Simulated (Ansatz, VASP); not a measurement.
**One calculation of Zr2N, two programs**

The input INCAR:

```
SYSTEM = Zr2N
PREC = Accurate
ENCUT = 520
EDIFF = 1E-6
ISMEAR = 0
SIGMA = 0.15
LREAL = .FALSE.
LASPH = .TRUE.
NELM = 60
ALGO = Normal
ISIF = 2
LWAVE = .FALSE.
LCHARG = .FALSE.
GGA = PS
NBANDS = 38
```

File KPOINTS:

```
regular mesh
0
G
  10 10 16
  0 0 0
```

The input POSCAR:

```
Zr2N
1.0
    5.7847096777      0.0000000000      0.0000000000
    0.0000000000      5.7847096777      0.0000000000
    0.0000000000      0.0000000000      2.8202609702
Zr N
4 2
Direct
    0.2962523428      0.2962523428      0.0000000000
    0.7037476572      0.7037476572      0.0000000000
    0.7962523428      0.2037476572      0.5000000000
    0.2037476572      0.7962523428      0.5000000000
    0.0000000000      0.0000000000      0.0000000000
    0.5000000000      0.5000000000      0.5000000000
```

Input for Ansatz:

```yaml
crystal:
  lattice:
    - [5.7847096777, 0.0, 0.0]
    - [0.0, 5.7847096777, 0.0]
    - [0.0, 0.0, 2.8202609702]
  atoms:
    - { symbol: Zr, position: [0.2962523428, 0.2962523428, 0.0] }
    - { symbol: Zr, position: [0.7037476572, 0.7037476572, 0.0] }
    - { symbol: Zr, position: [0.7962523428, 0.2037476572, 0.5] }
    - { symbol: Zr, position: [0.2037476572, 0.7962523428, 0.5] }
    - { symbol: "N", position: [0.0, 0.0, 0.0] }
    - { symbol: "N", position: [0.5, 0.5, 0.5] }
basis:
  ecutwfc: 420
kpoints:
  mp_grid: { grid: [10, 10, 16] }
hamiltonian:
  xc: pbesol
scf:
  occupations: { method: gaussian, width: 0.15 }
output:
  forces: true
  stress: true
  eigenvalues: true
```

Alike in both runs: task single point; functional PBEsol; k mesh 10 × 10 × 16; occupations gaussian, width 0.15 eV; no spin polarisation.

|  | VASP | Ansatz |
| --- | --- | --- |
| version | VASP 6.6.1 | Ansatz 0.2.0 |
| potentials or method | VASP PAW PBE potentials, release 64 (Zr_sv, N), cutoff 520 eV | scalar-relativistic, plane waves, PAW |
| valence electrons in the cell | 58 | 58 |

Ansatz gave:

```
gap on the k mesh at the Fermi level (eV)                     : none
pressure (GPa)                                                : 4.0
traceless stress, the component that is largest in VASP (GPa) : 38.15
rms of the force components (eV/Å)                            : 0.079
```

Problem. Which values does VASP return?

Solution. gap on the k mesh at the Fermi level (eV): none; pressure (GPa): 4.3; traceless stress, the component that is largest in VASP (GPa): 38.22; rms of the force components (eV/Å): 0.087.

VASP's potentials were made for PBE, not for PBEsol. Atom by atom the forces differ by 0.008 eV/Å (rms over components). A gap of «none» marks a metal or a gap that the smearing closes. The functional is the same, so the differences come from potentials, cutoffs and numerics.
